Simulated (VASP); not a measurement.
Crystal: Ti8N5O3.

```xyz
16
Lattice="-4.2153 -4.2153 0.0000 0.0000 -4.2153 4.2153 -4.2153 0.0000 4.2153" Properties=species:S:1:pos:R:3 pbc="T T T"
Ti   -2.1077   -2.1077    0.0000
Ti    0.0000    0.0000    0.0000
Ti   -2.1077   -4.2153    2.1077
Ti    0.0000   -2.1077    2.1077
Ti   -4.2153   -2.1077    2.1077
Ti   -2.1077    0.0000    2.1077
Ti   -4.2153   -4.2153    4.2153
Ti   -2.1077   -2.1077    4.2153
O    -4.2153   -4.2153    2.1077
O    -2.1077   -2.1077    2.1077
O    -4.2153   -6.3230    4.2153
N    -2.1077   -4.2153    4.2153
N    -6.3230   -4.2153    4.2153
N    -4.2153   -2.1077    4.2153
N    -6.3230   -6.3230    6.3230
N    -4.2153   -4.2153    6.3230
```

| Property | Result |
| --- | --- |
| Program | VASP 6.6.1 |
| Task | relaxation of cell and atoms |
| Functional | PBEsol |
| Potentials or basis | VASP PAW PBE potentials, release 64 (Ti_sv, O, N) |
| Cutoff | 600 eV |
| k mesh | 9 × 9 × 8 |
| Occupations | methfessel-paxton, width 0.1 eV |
| Spin | no spin polarisation |

At the start: pressure -0.6 GPa; volume 9.36 Å³/atom.

Q: Where does the relaxation end?

A: Over 14 steps the energy falls by 55.5 meV/atom and the volume is 9.45 Å³/atom (+0.9 %); space group R-3m (No. 166, to 0.1 Å) before and after.

Step by step:
```csv
step,energy change (eV),largest force (eV/Å),pressure (GPa),volume (Å³)
1,0.0000,1.7511,-0.64,149.81
2,-0.7206,0.9303,2.31,148.99
3,-0.7623,1.0510,6.69,148.33
4,-0.8410,0.2176,4.27,148.66
5,-0.8430,0.1439,4.53,148.62
6,-0.8178,0.2596,-5.52,154.71
7,-0.8834,0.1530,-0.09,151.26
8,-0.8871,0.0302,-0.14,151.24
9,-0.8873,0.0300,-0.16,151.24
10,-0.8873,0.0181,0.28,151.03
11,-0.8874,0.0107,0.09,151.14
12,-0.8874,0.0111,0.06,151.14
13,-0.8874,0.0111,0.05,151.14
14,-0.8875,0.0055,0.01,151.19
```

Final structure:
```yaml
crystal:
  lattice:
    - [-4.22363, -4.22363, 0.00000]
    - [0.00000, -4.22363, 4.22363]
    - [-4.23292, 0.00929, 4.23292]
  atoms:
    - { symbol: Ti, position: [0.50077, 0.00077, 0.98006] }
    - { symbol: Ti, position: [0.01841, 0.00077, 0.98006] }
    - { symbol: Ti, position: [0.50077, 0.51841, 0.98006] }
    - { symbol: Ti, position: [0.00825, 0.50825, 0.97525] }
    - { symbol: Ti, position: [0.49175, 0.99175, 0.52475] }
    - { symbol: Ti, position: [0.99923, 0.98159, 0.51994] }
    - { symbol: Ti, position: [0.48159, 0.49923, 0.51994] }
    - { symbol: Ti, position: [0.99923, 0.49923, 0.51994] }
    - { symbol: O, position: [0.75000, 0.25000, 0.25000] }
    - { symbol: O, position: [0.25000, 0.25000, 0.25000] }
    - { symbol: O, position: [0.75000, 0.75000, 0.25000] }
    - { symbol: N, position: [0.25000, 0.75000, 0.25000] }
    - { symbol: N, position: [0.75000, 0.25000, 0.75000] }
    - { symbol: N, position: [0.25000, 0.25000, 0.75000] }
    - { symbol: N, position: [0.75000, 0.75000, 0.75000] }
    - { symbol: N, position: [0.25000, 0.75000, 0.75000] }
```

Caveat: the PAW data sets were made with another functional, which shifts forces and pressure a little; an odd number of electrons without spin polarisation forces a metal; a magnetic or distorted state may lie lower.
